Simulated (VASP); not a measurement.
# Pt2F (P6/mmm) in VASP: a series of runs, part 2 of 2

VASP 6.6.1. The steps go on from the part before.

## (4) Relaxation of cell and atoms, PBE

INCAR

```
SYSTEM = Pt2F
  PREC = Accurate
  ENCUT = 600
  EDIFF = 1E-6
  ISMEAR = 0
  SIGMA = 0.1
  LREAL = .FALSE.
  LASPH = .TRUE.
  NELM = 100
  ALGO = Normal
  ISIF = 3
  LWAVE = .FALSE.
  LCHARG = .FALSE.
  GGA = PE
  IBRION = 2
  NSW = 100
  EDIFFG = -0.01
```

KPOINTS

```
regular mesh
0
G
  12 12 18
  0 0 0
```

POSCAR

```
Pt2F
1.0
    4.4192345989      0.0000000000      0.0000000000
   -2.2096172994      3.8271694279      0.0000000000
    0.0000000000      0.0000000000      2.6500864216
Pt F
2 1
Direct
    0.3333333333      0.6666666667      0.5000000000
    0.6666666667      0.3333333333      0.5000000000
    0.0000000000      0.0000000000      0.0000000000
```

Potentials or basis: VASP PAW PBE potentials, release 64 (Pt, F).

Command:

```bash
> cat potpaw_PBE.64/Pt/POTCAR potpaw_PBE.64/F/POTCAR > POTCAR
> mpirun -np 1 vasp_std > vasp.out
```

OUTCAR:

```text
SYSTEM = Pt2F
   PREC = Accurate
   ENCUT = 600
   EDIFF = 1E-6
   ISMEAR = 0
   LREAL = .FALSE.
   LASPH = .TRUE.
   NELM = 100
   ISIF = 3
   GGA = PE
   IBRION = 2
   NSW = 100
   EDIFFG = -0.01

 ion  position               nearest neighbor table
   1  0.333  0.667  0.500-   2 2.55   2 2.55   2 2.55
   2  0.667  0.333  0.500-   1 2.55   1 2.55   1 2.55
   3  0.000  0.000  0.000-

  LATTYP: Found a hexagonal cell.
 ALAT       =     4.4192345989
 C/A-ratio  =     0.5996709073

  Lattice vectors:

 A1 = (   4.4192345989,   0.0000000000,   0.0000000000)
 A2 = (  -2.2096172994,   3.8271694279,   0.0000000000)
 A3 = (   0.0000000000,   0.0000000000,   2.6500864216)

Analysis of symmetry for initial positions (statically):
=====================================================================
 Subroutine PRICEL returns:
 Original cell was already a primitive cell.

 Routine SETGRP: Setting up the symmetry group for a
 hexagonal supercell.

 Subroutine GETGRP returns: Found 24 space group operations
 (whereof 24 operations were pure point group operations)
 out of a pool of 24 trial point group operations.

The static configuration has the point symmetry D_6h.

Analysis of symmetry for dynamics (positions and initial velocities):
=====================================================================
 Subroutine PRICEL returns:
 Original cell was already a primitive cell.

 Routine SETGRP: Setting up the symmetry group for a
 hexagonal supercell.

 Subroutine GETGRP returns: Found 24 space group operations
 (whereof 24 operations were pure point group operations)
 out of a pool of 24 trial point group operations.

The dynamic configuration has the point symmetry D_6h.

 Subroutine INISYM returns: Found 24 space group operations
 (whereof 24 operations are pure point group operations),
 and found     1 'primitive' translations
[... 119 lines left out ...]
  Fermi-wavevector in a.u.,A,eV,Ry     =   1.382615  2.612763 26.009214  1.911623
  Thomas-Fermi vector in A             =   2.507289
   LORBIT       =      0    0 simple, 1 ext, 2 COOP (PROOUT), +10 PAW based schemes
   GGA     = PE    functional components
   LHFCALC =     F    Hartree Fock is set to
   AEXX    =    0.0000 exact exchange contribution
   IVDW    =     0    specifies the selected vdW correction
   LEPSILON=     F    determine dielectric tensor
   LRPA    =     F    only Hartree local field effects (RPA)
 conjugate gradient relaxation of ions
 non-spin polarized calculation
 Gauss-broadening in eV      SIGMA  =   0.10
  energy-cutoff  :      600.00
  volume of cell :       44.82
 maximum number of plane-waves:      1512
 NGX is ok and might be reduce to    36
   NGX = 17   NGY = 17   NGZ = 11

--------------------------------------- Ionic step        1  -------------------------------------------

 number of electron      26.9999996 magnetization

 Free energy of the ion-electron system (eV)
  ---------------------------------------------------
  ext. energy  EPLUGINS =         0.00000000
  ---------------------------------------------------
  free energy    TOTEN  =       -13.56507741 eV

  energy without entropy =      -13.54444430  energy(sigma->0) =      -13.55476085

------------------------ aborting loop because EDIFF is reached ----------------------------------------

  FORCE on cell =-STRESS in cart. coord.  units (eV):
  Direction    XX          YY          ZZ          XY          YZ          ZX
  --------------------------------------------------------------------------------------
  -------------------------------------------------------------------------------------
  Total        0.0545115      0.0545115     -0.4999497      0.0000000      0.0000000      0.0000000
  in kB        1.9485593      1.9485593    -17.8711350      0.0000000      0.0000000      0.0000000
  external PRESSURE =      -4.6580054 kB  Pullay stress =       0.0000000 kB
[... 172 lines left out ...]
--------------------------------------- Ionic step        6  -------------------------------------------

 number of electron      26.9999998 magnetization

 Free energy of the ion-electron system (eV)
  ---------------------------------------------------
  ext. energy  EPLUGINS =         0.00000000
  ---------------------------------------------------
  free energy    TOTEN  =       -13.56657255 eV

  energy without entropy =      -13.54612199  energy(sigma->0) =      -13.55634727

 E-fermi :   6.5157     XC(G=0): -12.0342

 val. band max:        6.5021954553   @ k =   0.3333   0.0833   0.1111
 cond. band min:       6.5157794862   @ k =   0.1667   0.0000   0.0556
 fundamental gap:      0.0135840308
 Fermi energy:         6.5156720080

 k-point     1 :       0.0000    0.0000    0.0000
  band No.  band energies     occupation
      1     -15.0040      2.00000
      2      -0.0858      2.00000
      3       1.3898      2.00000
      4       1.8232      2.00000
      5       1.8232      2.00000
      6       1.9674      2.00000
[... 457 lines left out ...]
      4       1.6756      2.00000
      5       1.8446      2.00000
      6       2.2281      2.00000
[... 9 lines left out ...]
     16       9.1596      0.00000
     17      11.8527      0.00000

 [... further k-points ...]
[... 5 lines left out ...]
  --------------------------------------------------------------------------------------
  -------------------------------------------------------------------------------------
  Total        0.0022093      0.0022093     -0.0084637      0.0000000      0.0000000     -0.0000000
  in kB        0.0792308      0.0792308     -0.3035286      0.0000000      0.0000000     -0.0000000
  external PRESSURE =      -0.0483557 kB  Pullay stress =       0.0000000 kB
[... 18 lines left out ...]
  FREE ENERGIE OF THE ION-ELECTRON SYSTEM (eV)
  ---------------------------------------------------
  free  energy   TOTEN  =       -13.5665725516 eV

  energy  without entropy=      -13.5461219879  energy(sigma->0) =      -13.55634727

 reached required accuracy - stopping structural energy minimisation
```

CONTCAR:

```text
Pt2F
   1.00000000000000
     4.4242394587565812    0.0000000000000654    0.0000000000000000
    -2.2121197293281778    3.8315037636780436    0.0000000000000000
     0.0000000000000000   -0.0000000000000000    2.6354942958414940
  Pt              F
     2     1
Direct
     0.3333333332999970    0.6666666667000030    0.5000000000000000
     0.6666666667000030    0.3333333332999970    0.5000000000000000
     0.0000000000000000    0.0000000000000000    0.0000000000000000

  0.00000000E+00  0.00000000E+00  0.00000000E+00
  0.00000000E+00  0.00000000E+00  0.00000000E+00
  0.00000000E+00  0.00000000E+00  0.00000000E+00
```

Wall time 5.9 min (1 thread of Intel Xeon Platinum 8259CL at 2.50GHz (Skylake/Cascade Lake), shared host); peak memory 0.31 GiB.

Results:

```yaml
Free_energy: -13.5666 eV
Relaxed_volume: 14.89 Å³/atom
Relaxed_cell: a = 4.424 Å, b = 4.424 Å, c = 2.635 Å, α = 90.00°, β = 90.00°, γ = 120.00°
Space_group_after_relaxing_to_0.05_Å: P6/mmm (No. 191)
Energy_gained_by_relaxing: 0.5 meV/atom
Ionic_steps: 6
Pressure_after_relaxing: 0.0 GPa
```

Step by step:
| step | energy change (eV) | largest force (eV/Å) | pressure (GPa) | volume (Å³) |
| --- | --- | --- | --- | --- |
| 1 | 0.0000 | 0.0000 | -0.47 | 44.82 |
| 2 | -0.0012 | 0.0000 | 0.50 | 44.54 |
| 3 | -0.0015 | 0.0000 | 0.19 | 44.63 |
| 4 | -0.0015 | 0.0000 | 0.18 | 44.63 |
| 5 | -0.0015 | 0.0000 | -0.18 | 44.72 |
| 6 | -0.0015 | 0.0000 | 0.00 | 44.68 |

Final structure:
```
CELL_PARAMETERS angstrom
4.42424 0.00000 0.00000
-2.21212 3.83150 0.00000
0.00000 0.00000 2.63549
ATOMIC_POSITIONS crystal
Pt 0.33333 0.66667 0.50000
Pt 0.66667 0.33333 0.50000
F 0.00000 0.00000 0.00000
```

Levels at points of the mesh, in eV from the Fermi level:
| k point | band 9 | band 10 | band 11 | band 12 | band 13 | band 14 | band 15 | band 16 | band 17 |
| --- | --- | --- | --- | --- | --- | --- | --- | --- | --- |
| (0.00, 0.00, 0.00) | -1.58 | -1.45 | -1.45 | -0.75 | -0.75 | 0.09 | 0.09 | 5.84 | 5.84 |
| (0.50, 0.00, 0.00) | -1.78 | -1.62 | -0.74 | -0.62 | -0.58 | -0.31 | 0.29 | 1.57 | 5.04 |
| (0.00, 0.00, 0.50) | -2.09 | -2.09 | -2.09 | -1.03 | -1.03 | 1.39 | 1.82 | 5.02 | 9.49 |
| (0.50, 0.00, 0.50) | -1.87 | -1.84 | -1.80 | -0.15 | 0.76 | 0.87 | 4.82 | 5.40 | 6.18 |

Caveat: spin-orbit coupling is left out, which moves the levels of the heavy elements; an odd number of electrons without spin polarisation forces a metal; a magnetic or distorted state may lie lower.
